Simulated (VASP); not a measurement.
**SiC20: single point with PBE+D3(BJ)**

SiC20, a slab with vacuum:

```
C Si
1.0
     4.93005    0.00000    0.00000
    -1.23251    7.07369    0.00000
     0.00000    0.00000   22.12935
C Si
20 1
Direct
  0.38582 0.54327 0.18076
  0.88582 0.54327 0.18076
  0.27220 0.08881 0.22674
  0.77220 0.08881 0.22674
  0.40100 0.60398 0.24207
  0.90100 0.60398 0.24207
  0.02979 0.11916 0.25740
  0.52979 0.11916 0.25740
  0.15859 0.63434 0.27273
  0.65859 0.63434 0.27273
  0.04611 0.18443 0.31991
  0.54611 0.18443 0.31991
  0.15376 0.61504 0.33682
  0.65376 0.61504 0.33682
  0.30848 0.23391 0.34806
  0.80848 0.23391 0.34806
  0.38806 0.55223 0.36300
  0.88806 0.55223 0.36300
  0.34455 0.37820 0.39447
  0.84455 0.37820 0.39447
  0.59455 0.37820 0.50744
```

| Item | Value |
| --- | --- |
| Program | VASP 6.6.1 |
| Task | single point |
| Functional | PBE |
| Dispersion | D3(BJ) |
| Potentials or basis | VASP PAW PBE potentials, release 64 (C, Si) |
| Cutoff | 520 eV |
| k mesh | 6 × 4 × 1 |
| Occupations | gaussian, width 0.1 eV |
| Spin | no spin polarisation |
| Dipole correction | yes |
| Further INCAR settings | ALGO = Normal; EDIFF = 1e-06; NBANDS = 58; NELMDL = -8 |

```json
{
 "Largest force": "2.839 eV/Å",
 "Band gap on the k mesh": "zero (bands 42 and 43 overlap by 0.15 eV)",
 "Dispersion energy per atom": "-0.115 eV"
}
```

Forces on the atoms (eV/Å):
```
C    0.017  0.275  1.261
C   -0.017  0.273  1.261
C    0.177  0.627  1.693
C   -0.177  0.618  1.694
C   -0.017  0.621 -2.283
C    0.016  0.622 -2.288
C   -0.001 -0.981 -1.742
C    0.001 -0.884 -1.399
C    0.003 -0.558  0.472
C   -0.003 -0.495  0.686
C    0.000  0.120  0.032
C    0.000  0.076 -0.011
C    0.001 -0.202  0.048
C   -0.001 -0.077 -0.123
C    0.147 -0.426 -0.265
C   -0.147 -0.427 -0.265
C    0.056  0.686 -0.147
C   -0.057  0.685 -0.148
C   -0.334 -0.253  2.180
C    0.334 -0.252  2.181
Si   0.000 -0.047 -2.838
```

Levels at points of the mesh, in eV from the Fermi level:
| k point | band 39 | band 40 | band 41 | band 42 | band 43 | band 44 | band 45 | band 46 |
| --- | --- | --- | --- | --- | --- | --- | --- | --- |
| (0.00, 0.00, 0.00) | -1.12 | -0.84 | -0.42 | -0.13 | 0.08 | 0.15 | 0.34 | 0.57 |
| (0.50, 0.00, 0.00) | -1.70 | -0.31 | -0.15 | 0.12 | 0.15 | 0.30 | 0.31 | 1.17 |
| (0.00, 0.50, 0.00) | -1.12 | -0.84 | -0.42 | -0.24 | 0.00 | 0.15 | 0.51 | 0.57 |
| (0.50, 0.50, 0.00) | -1.76 | -0.28 | -0.11 | 0.08 | 0.16 | 0.29 | 0.32 | 1.18 |

Run time: 45 min on 1 thread of Intel Xeon 8259CL (shared host), peak memory 0.97 GiB.
